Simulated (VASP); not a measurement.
# Zr: single point with PBE+D3(BJ)

Zr, a slab with vacuum:

```
Zr
1.0
     6.37101    0.00000    0.00000
     0.00000    5.11009    0.00000
     0.00000    0.00000   26.15373
Zr
12
Direct
  0.50000 0.75000 0.30588
  0.00000 0.75000 0.30588
  0.75000 0.25000 0.34104
  0.25000 0.25000 0.34104
  0.75000 0.75000 0.41136
  0.25000 0.75000 0.41136
  0.99974 0.24996 0.44566
  0.50027 0.24990 0.44561
  0.99592 0.74739 0.51533
  0.50452 0.74732 0.51546
  0.25054 0.24805 0.54512
  0.74969 0.24151 0.55177
```

```
Program             : VASP 6.6.1
Task                : single point
Functional          : PBE
Dispersion          : D3(BJ)
Potentials or basis : VASP PAW PBE potentials, release 64 (Zr_sv)
Cutoff              : 520 eV
k mesh              : 3 × 4 × 1
Occupations         : gaussian, width 0.1 eV
Spin                : no spin polarisation
```

- Largest force: 0.434 eV/Å
- Band gap on the k mesh: zero (band 72 reaches 0.70 eV, above the bottom of band 73 at 0.44 eV)
- Dispersion energy per atom: -0.378 eV

Forces in eV/Å, atoms in the order of the input:
```
Zr   0.006 -0.004  0.418
Zr  -0.005 -0.004  0.418
Zr   0.001  0.003 -0.104
Zr  -0.002  0.002 -0.079
Zr  -0.001  0.008 -0.434
Zr   0.003  0.008 -0.270
Zr  -0.070 -0.017  0.125
Zr   0.071 -0.016  0.127
Zr   0.014 -0.004  0.025
Zr  -0.014 -0.004  0.012
Zr  -0.008 -0.026  0.130
Zr   0.005  0.053 -0.369
```

Levels at points of the mesh, in eV from the Fermi level:
| k point | band 70 | band 71 | band 72 | band 73 | band 74 | band 75 |
| --- | --- | --- | --- | --- | --- | --- |
| (0.00, 0.00, 0.00) | -0.12 | -0.03 | 0.18 | 0.39 | 0.44 | 0.51 |
| (0.00, 0.50, 0.00) | -0.55 | -0.14 | -0.11 | 0.23 | 0.24 | 0.48 |

Run time: 28 min on 1 thread of Intel(R) Xeon(R) 6975P-C (Granite Rapids), with other jobs on the host, peak memory 0.87 GiB.
